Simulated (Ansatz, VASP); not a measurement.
## Ti: VASP beside Ansatz

```
Ti
1.0
    -1.64100    1.64100    1.64100
     1.64100   -1.64100    1.64100
     1.64100    1.64100   -1.64100
Ti
1
Direct
  0.00000 0.00000 0.00000
```

Alike in both runs: task single point; functional PBE; k mesh 11 × 11 × 11; occupations gaussian, width 0.025 eV; no spin polarisation.

```csv
,VASP,Ansatz
version,VASP 6.6.1,Ansatz 0.2.0
potentials or method,"VASP PAW PBE potentials, release 64 (Ti_sv), cutoff 520 eV","all-electron LAPW, scalar-relativistic"
```

Ansatz gave:

* gap on the k mesh at the Fermi level (eV): none
* pressure (GPa): -2.9

Q: What did VASP give for the same quantities?

A: gap on the k mesh at the Fermi level (eV): none; pressure (GPa): -3.2.

A gap of «none» marks a metal or a gap that the smearing closes. Ansatz ran all-electron here, and VASP with PAW potentials.
